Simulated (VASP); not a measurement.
# CaSe in VASP: further runs, part 2 of 2

VASP 6.6.1. The steps go on from the part before.

## 4. Single point, PBE (epitaxial xy strain +0.5%)

The input, INCAR:

```
SYSTEM = CaSe
PREC     = Accurate       ! precision mode
ENCUT    = 520            ! plane-wave cutoff, eV
EDIFF    = 1E-6           ! SCF threshold, eV
ISMEAR   = -1             ! smearing method
SIGMA    = 0.02           ! smearing width, eV
LREAL    = .FALSE.        ! projectors in reciprocal space
LASPH    = .TRUE.         ! aspherical terms in the spheres
NELM     = 100            ! most SCF steps
ALGO     = Normal         ! electronic algorithm
ISIF     = 2              ! what is computed and relaxed
LWAVE    = .FALSE.        ! write WAVECAR
LCHARG   = .TRUE.         ! write CHGCAR
GGA      = PE             ! functional
LELF     = .TRUE.         ! ELF
LVHAR    = .TRUE.       
NBANDS   = 15             ! bands
```

The input, KPOINTS:

```
Automatic mesh
0
G
  8 8 8
  0 0 0
```

The input, POSCAR:

```
CaSe
1.0
    3.6511411096      0.0000000000      0.0000000000
    0.0000000000      3.6511411096      0.0000000000
    0.0000000000      0.0000000000      3.6350921793
Ca Se
1 1
Direct
    0.0000000000      0.0000000000      0.0000000000
    0.5000000000      0.5000000000      0.5000000000
```

On the command line:

```
> cat potpaw_PBE.64/Ca_sv/POTCAR potpaw_PBE.64/Se/POTCAR > POTCAR
> mpirun -np 1 vasp_std > vasp.out
```

It took 41 s on 1 thread of Intel Xeon Platinum 8259CL at 2.50GHz (Skylake/Cascade Lake), shared host; peak memory 0.19 GiB.

Results (log left out):

* Free energy: -8.8022 eV
* Pressure: 0.3 GPa
* Band gap on the k mesh: 0.73 eV

Stress tensor (GPa, compression positive):
```
0.11 0.00 0.00
0.00 0.11 0.00
0.00 0.00 0.79
```

Levels at points of the mesh, in eV from the valence-band top:
| k point | band 5 | band 6 | band 7 | band 8 | band 9 | band 10 | band 11 | band 12 |
| --- | --- | --- | --- | --- | --- | --- | --- | --- |
| (0.00, 0.00, 0.00) | -13.02 | -0.90 | -0.90 | -0.85 | 1.08 | 1.08 | 2.01 | 4.33 |
| (0.50, 0.00, 0.00) | -12.30 | -4.90 | -1.08 | -1.02 | 1.99 | 4.57 | 4.59 | 4.74 |
| (0.50, 0.50, 0.00) | -12.00 | -3.56 | -3.56 | 0.00 | 0.73 | 2.93 | 3.17 | 3.17 |
| (0.00, 0.00, 0.50) | -12.29 | -4.89 | -1.07 | -1.07 | 2.01 | 4.55 | 4.58 | 4.77 |
| (0.50, 0.00, 0.50) | -11.99 | -3.55 | -3.54 | -0.04 | 0.76 | 2.88 | 3.13 | 3.14 |
| (0.50, 0.50, 0.50) | -11.44 | -3.68 | -3.68 | -3.68 | 3.82 | 3.82 | 3.82 | 5.37 |

Caveat: the cell differs from its parent crystal (epitaxial xy strain +0.5%); the structure was generated, so it needn't be the stable form of CaSe; semilocal functionals underestimate gaps, and a narrow one can read as zero.

## 5. Single point, r2SCAN (epitaxial 111 strain -0.9%)

The input, POSCAR:

```
CaSe
1.0
    3.6386166454      0.0347277353      0.0347277353
    0.0347277353      3.6386166454      0.0347277353
    0.0347277353      0.0347277353      3.6386166454
Ca Se
1 1
Direct
    0.0000000000      0.0000000000      0.0000000000
    0.5000000000      0.5000000000      0.5000000000
```

The input, INCAR.step1:

```
PREC = Accurate
ENCUT = 520
ISMEAR = 0
SIGMA = 0.01
LREAL = F
LASPH = T
NELM = 80
NBANDS = 15
GGA = PE
ALGO = Normal
EDIFF = 1E-4
LWAVE = T
LCHARG = F
```

The input, INCAR.step2:

```
PREC = Accurate
ENCUT = 520
EDIFF = 1E-6
ISMEAR = 0
SIGMA = 0.01
LREAL = F
LASPH = T
NELM = 80
ALGO = Normal
ISIF = 2
LWAVE = F
LCHARG = T
METAGGA = R2SCAN
LMIXTAU = T
LELF = T
LVHAR = T
NBANDS = 15
ISTART = 1
```

The input, KPOINTS:

```
Automatic mesh
0
Gamma
  8 8 8
```

On the command line:

```
> cat potpaw_PBE.64/Ca_sv/POTCAR potpaw_PBE.64/Se/POTCAR > POTCAR
> cp INCAR.step1 INCAR
> mpirun -np 1 vasp_std > vasp.out
> cp INCAR.step2 INCAR
> mpirun -np 1 vasp_std > vasp.out
```

Wall time 2 min (1 thread of Intel Xeon Platinum 8259CL at 2.50GHz (Skylake/Cascade Lake), shared host); peak memory 0.2 GiB.

Results (log left out):

```
Free energy            : -25.2262 eV
Pressure               : 0.1 GPa
Band gap on the k mesh : 1.26 eV
```

Stress tensor (GPa, compression positive):
```
0.06 0.06 0.06
0.06 0.06 0.06
0.06 0.06 0.06
```

Levels at points of the mesh, in eV from the valence-band top:
| k point | band 5 | band 6 | band 7 | band 8 | band 9 | band 10 | band 11 | band 12 |
| --- | --- | --- | --- | --- | --- | --- | --- | --- |
| (0.00, 0.00, 0.00) | -13.46 | -0.91 | -0.91 | -0.81 | 1.55 | 1.55 | 2.88 | 4.83 |
| (0.50, 0.00, 0.00) | -12.70 | -4.93 | -1.12 | -0.95 | 2.52 | 5.10 | 5.31 | 5.36 |
| (0.50, 0.50, 0.00) | -12.37 | -3.66 | -3.57 | 0.00 | 1.26 | 3.45 | 3.64 | 3.68 |
| (0.50, 0.50, 0.50) | -11.77 | -3.77 | -3.73 | -3.73 | 4.19 | 4.50 | 4.50 | 5.91 |

Caveat: the cell differs from its parent crystal (epitaxial 111 strain -0.9%); the structure was generated, so it needn't be the stable form of CaSe; the PAW data sets were made with another functional, which shifts forces and pressure a little.

## 6. Single point, r2SCAN (strain along [111] +4.5%)

The input, POSCAR:

```
CaSe
1.0
    3.6889428692      0.0541582902      0.0541582902
    0.0541582902      3.6889428692      0.0541582902
    0.0541582902      0.0541582902      3.6889428692
Ca Se
1 1
Direct
    0.0000000000      0.0000000000      0.0000000000
    0.5000000000      0.5000000000      0.5000000000
```

The input, INCAR.step1:

```
PREC = Accurate
ENCUT = 520
ISMEAR = 0
SIGMA = 0.01
LREAL = False
LASPH = True
NELM = 80
NBANDS = 15
GGA = PE
ALGO = Normal
EDIFF = 1E-4
LWAVE = True
LCHARG = False
```

The input, INCAR.step2:

```
PREC = Accurate
ENCUT = 520
EDIFF = 1E-6
ISMEAR = 0
SIGMA = 0.01
LREAL = False
LASPH = True
NELM = 80
ALGO = Normal
ISIF = 2
LWAVE = False
LCHARG = False
METAGGA = R2SCAN
LMIXTAU = True
NBANDS = 15
ISTART = 1
```

The input, KPOINTS:

```
regular mesh
0
Gamma
  8 8 8
```

Potentials or basis: VASP PAW PBE potentials, release 64 (Ca_sv, Se).

On the command line:

```
> cat potpaw_PBE.64/Ca_sv/POTCAR potpaw_PBE.64/Se/POTCAR > POTCAR
> cp INCAR.step1 INCAR
> mpirun -np 1 vasp_std > vasp.out
> cp INCAR.step2 INCAR
> mpirun -np 1 vasp_std > vasp.out
```

Wall time 2 min (1 thread of Intel Xeon Platinum 8259CL at 2.50GHz (Skylake/Cascade Lake), shared host); peak memory 0.2 GiB.

Results (log left out):

```
Free energy            : -25.2154 eV
Pressure               : -2.0 GPa
Band gap on the k mesh : 1.32 eV
```

Stress tensor (GPa, compression positive):
```
-1.97  0.20  0.20
 0.20 -1.97  0.20
 0.20  0.20 -1.97
```

Levels at points of the mesh, in eV from the valence-band top:
```csv
k point,band 4,band 5,band 6,band 7,band 8,band 9,band 10,band 11,band 12,band 13
"(0.00, 0.00, 0.00)",-23.11,-13.25,-0.88,-0.88,-0.73,1.66,1.66,2.63,4.75,4.75
"(0.50, 0.00, 0.00)",-23.09,-12.56,-4.70,-1.09,-0.83,2.58,4.96,5.15,5.23,5.53
"(0.50, 0.50, 0.00)",-23.08,-12.24,-3.51,-3.39,0.00,1.32,3.39,3.66,3.71,5.71
"(0.50, 0.50, 0.50)",-23.20,-11.70,-3.57,-3.51,-3.51,4.05,4.51,4.51,5.77,5.77
```

Caveat: the cell differs from its parent crystal (strain along [111] +4.5%); the structure was generated, so it needn't be the stable form of CaSe; the PAW data sets were made with another functional, which shifts forces and pressure a little. A k mesh can miss the band edges.

## 7. Single point, r2SCAN (epitaxial xy strain +0.5%)

The input, POSCAR:

```
CaSe
1.0
    3.6511411096      0.0000000000      0.0000000000
    0.0000000000      3.6511411096      0.0000000000
    0.0000000000      0.0000000000      3.6350921793
Ca Se
1 1
Direct
    0.0000000000      0.0000000000      0.0000000000
    0.5000000000      0.5000000000      0.5000000000
```

The input, INCAR.step1:

```
SYSTEM = CaSe
PREC     = Accurate       ! precision mode
ENCUT    = 520            ! plane-wave cutoff, eV
ISMEAR   = 0              ! smearing method
SIGMA    = 0.01           ! smearing width, eV
LREAL    = .FALSE.        ! projectors in reciprocal space
LASPH    = .TRUE.         ! aspherical terms in the spheres
NELM     = 100            ! most SCF steps
NBANDS   = 15             ! bands
GGA      = PE             ! functional
ALGO     = Normal         ! electronic algorithm
EDIFF    = 1E-4           ! SCF threshold, eV
LWAVE    = .TRUE.         ! write WAVECAR
LCHARG   = .FALSE.        ! write CHGCAR
```

The input, INCAR.step2:

```
SYSTEM = CaSe
PREC     = Accurate       ! precision mode
ENCUT    = 520            ! plane-wave cutoff, eV
EDIFF    = 1E-7           ! SCF threshold, eV
ISMEAR   = 0              ! smearing method
SIGMA    = 0.01           ! smearing width, eV
LREAL    = .FALSE.        ! projectors in reciprocal space
LASPH    = .TRUE.         ! aspherical terms in the spheres
NELM     = 100            ! most SCF steps
ALGO     = Normal         ! electronic algorithm
ISIF     = 2              ! what is computed and relaxed
LWAVE    = .FALSE.        ! write WAVECAR
LCHARG   = .FALSE.        ! write CHGCAR
METAGGA  = R2SCAN         ! meta-GGA
LMIXTAU  = .TRUE.       
NBANDS   = 15             ! bands
ISTART   = 1
```

The input, KPOINTS:

```
regular mesh
0
G
  8 8 8
  0 0 0
```

On the command line:

```
> cat potpaw_PBE.64/Ca_sv/POTCAR potpaw_PBE.64/Se/POTCAR > POTCAR
> cp INCAR.step1 INCAR
> mpirun -np 1 vasp_std > vasp.out
> cp INCAR.step2 INCAR
> mpirun -np 1 vasp_std > vasp.out
```

Run time: 2.7 min. Hardware: 1 thread of Intel Xeon Platinum 8259CL at 2.50GHz (Skylake/Cascade Lake), shared host; peak memory 0.2 GiB.

Results (log left out):

```
Free energy            : -25.2252 eV
Pressure               : -0.3 GPa
Band gap on the k mesh : 1.21 eV
```

Stress tensor (GPa, compression positive):
```
-0.57  0.00  0.00
 0.00 -0.57  0.00
 0.00  0.00  0.16
```

Levels at points of the mesh, in eV from the valence-band top:
```tsv
k point	band 4	band 5	band 6	band 7	band 8	band 9	band 10	band 11	band 12	band 13
(0.00, 0.00, 0.00)	-23.10	-13.46	-0.92	-0.92	-0.87	1.52	1.53	2.81	4.81	4.83
(0.50, 0.00, 0.00)	-23.08	-12.72	-4.93	-1.07	-1.01	2.47	5.10	5.22	5.31	5.75
(0.50, 0.50, 0.00)	-23.07	-12.39	-3.63	-3.63	0.00	1.21	3.47	3.62	3.62	5.78
(0.00, 0.00, 0.50)	-23.08	-12.70	-4.93	-1.06	-1.06	2.49	5.09	5.25	5.28	5.74
(0.50, 0.00, 0.50)	-23.07	-12.38	-3.63	-3.62	-0.04	1.24	3.43	3.58	3.60	5.79
(0.50, 0.50, 0.50)	-23.20	-11.79	-3.75	-3.74	-3.74	4.35	4.35	4.35	5.85	5.86
```

Caveat: the cell differs from its parent crystal (epitaxial xy strain +0.5%); the structure was generated, so it needn't be the stable form of CaSe; the PAW data sets were made with another functional, which shifts forces and pressure a little. A k mesh can miss the band edges.

## 8. The runs side by side

| level | cell | smearing | gap on the mesh (eV) | pressure (GPa) |
| --- | --- | --- | --- | --- |
| PBE | a = 3.639 Å, angles 88.9°, 2 atoms | fermi-dirac 0.02 eV | 0.77 | 0.7 |
| PBE | a = 3.690 Å, angles 88.3°, 2 atoms | fermi-dirac 0.02 eV | 0.84 | -1.3 |
| PBE | a = 3.651, b = 3.651, c = 3.635 Å, 2 atoms | fermi-dirac 0.02 eV | 0.73 | 0.3 |
| r2SCAN | a = 3.639 Å, angles 88.9°, 2 atoms | gaussian 0.01 eV | 1.26 | 0.1 |
| r2SCAN | a = 3.690 Å, angles 88.3°, 2 atoms | gaussian 0.01 eV | 1.32 | -2.0 |
| r2SCAN | a = 3.651, b = 3.651, c = 3.635 Å, 2 atoms | gaussian 0.01 eV | 1.21 | -0.3 |

Alike in all rows: task single point; potentials or basis VASP PAW PBE potentials, release 64 (Ca_sv, Se); no spin polarisation; k mesh 8 × 8 × 8; cutoff (eV) 520.

Caveats: the structure was generated, so it needn't be the stable form of CaSe; the PAW data sets were made with another functional, which shifts forces and pressure a little (at least some runs); semilocal functionals underestimate gaps, and a narrow one can read as zero (at least some runs).

Absolute energies hang on the potentials; compare differences alone.
